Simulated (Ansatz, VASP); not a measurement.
**One calculation of CoSi, two programs**

```xyz
8
Lattice="4.2543 0.0000 0.0000 0.0000 4.2543 0.0000 0.0000 0.0000 4.5174" Properties=species:S:1:pos:R:3 pbc="T T T"
Co    0.6196    0.6196    0.6579
Co    1.5075    3.6346    2.9166
Co    2.7467    1.5075    3.8595
Co    3.6346    2.7467    1.6008
Si    3.5877    3.5877    3.8097
Si    2.7936    0.6665    1.5510
Si    1.4606    2.7936    0.7077
Si    0.6665    1.4606    2.9664
```

Change from the starting cell: strain -0.030 along x and y, +0.030 along z, atoms carried along.

Alike in both runs: task single point; functional PBEsol; k mesh 10 × 10 × 10; occupations gaussian, width 0.15 eV; no spin polarisation.

```csv
,VASP,Ansatz
version,VASP 6.6.1,Ansatz 0.2.0
potentials or method,"VASP PAW PBE potentials, release 64 (Co, Si), cutoff 520 eV","scalar-relativistic, plane waves, PAW"
valence electrons in the cell,52,84
```

```tsv
	VASP	Ansatz	Ansatz less VASP
gap on the k mesh at the Fermi level (eV)	none	none	-
pressure (GPa)	9.5	9.3	-0.26
traceless stress, the component that is largest in VASP (GPa)	-10.69	-10.57	+0.112
rms of the force components (eV/Å)	0.081	0.078	-0.0026
```

VASP's potentials were made for PBE, not for PBEsol. Atom by atom the forces differ by 0.006 eV/Å (rms over components). A gap of «none» marks a metal or a gap that the smearing closes. VASP's potentials hold 52 valence electrons a cell and Ansatz's 84, so a difference there can come from the potentials and not from the codes.
